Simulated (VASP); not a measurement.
A run of VASP 6.6.1 is set up as follows.

INCAR

```
PREC = Accurate
ENCUT = 520
EDIFF = 1E-6
ISMEAR = -1
SIGMA = 0.02
LREAL = F
LASPH = T
NELM = 60
ALGO = Normal
ISIF = 2
LWAVE = F
LCHARG = T
GGA = PS
LELF = T
LVHAR = T
NBANDS = 16
```

File KPOINTS:

```
regular mesh
0
Gamma
  7 7 7
```

File POSCAR:

```
CdS
1.0
    0.0000000000      2.9429534649      3.0312420688
    2.9429534649      0.0000000000      3.0312420688
    2.9429534649      2.9429534649      0.0000000000
Cd S
1 1
Direct
    0.0000000000      0.0000000000      0.0000000000
    0.7500000000      0.7500000000      0.7500000000
```

Potentials or basis: VASP PAW PBE potentials, release 64 (Cd, S).

Launch:

```bash
$ cat potpaw_PBE.64/Cd/POTCAR potpaw_PBE.64/S/POTCAR > POTCAR
$ mpirun -np 1 vasp_std > vasp.out
```

Predict the pressure.

-3.0 GPa.

Predict the band gap on the k mesh.

0.86 eV, direct.

Stress tensor (GPa, compression positive):
```
-2.74  0.00  0.00
 0.00 -2.74  0.00
 0.00  0.00 -3.45
```

Caveat: the cell differs from its parent crystal (zz strain of +3 %); the PAW data sets were made with another functional, which shifts forces and pressure a little.
